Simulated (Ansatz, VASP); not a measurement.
# One calculation of LaBi, two programs

The input INCAR:

```
SYSTEM = LaBi
  PREC = Accurate
  ENCUT = 520
  EDIFF = 1E-6
  ISMEAR = 1
  SIGMA = 0.05
  LREAL = .FALSE.
  LASPH = .TRUE.
  NELM = 80
  ALGO = Normal
  ISIF = 2
  LWAVE = .FALSE.
  LCHARG = .TRUE.
  GGA = CA
  LELF = .TRUE.
  LVHAR = .TRUE.
  NBANDS = 20
```

Contents of KPOINTS:

```
regular mesh
0
G
  6 6 6
  0 0 0
```

POSCAR

```
LaBi
1.0
    0.0000000000      3.4088723779      3.4088723779
    3.4088723779      0.0000000000      3.4088723779
    3.4088723779      3.4088723779      0.0000000000
La Bi
1 1
Direct
    0.0000000000      0.0000000000      0.0000000000
    0.5000000000      0.5000000000      0.5000000000
```

Input for Ansatz:

```yaml
crystal:
  lattice:
    - [0.0, 3.40887237786525, 3.40887237786525]
    - [3.40887237786525, 0.0, 3.40887237786525]
    - [3.40887237786525, 3.40887237786525, 0.0]
  atoms:
    - { symbol: La, position: [0.0, 0.0, 0.0] }
    - { symbol: Bi, position: [0.5, 0.5, 0.5] }
basis:
  ecutwfc: 476.19925930478996
kpoints:
  mp_grid:
    grid: [6, 6, 6]
hamiltonian:
  xc: lda
scf:
  occupations:
    method: cold
    width: 0.05
output:
  stress: true
```

Alike in both runs: task single point; functional LDA; k mesh 6 × 6 × 6; no spin polarisation.

|  | VASP | Ansatz |
| --- | --- | --- |
| version | VASP 6.6.1 | Ansatz 0.2.0 |
| potentials or method | VASP PAW LDA potentials, release 64 (La, Bi_d), cutoff 520 eV | plane waves, PAW |
| occupations | methfessel-paxton of order 1, width 0.05 eV | cold, width 0.05 eV |
| valence electrons in the cell | 26 | 26 |

|  | VASP | Ansatz | Ansatz less VASP |
| --- | --- | --- | --- |
| pressure (GPa) | -5.9 | -5.9 | +0.02 |

LDA's correlation is that of Perdew and Zunger in VASP and of Perdew and Wang (1992) in Ansatz.

Spin-orbit coupling is off throughout.
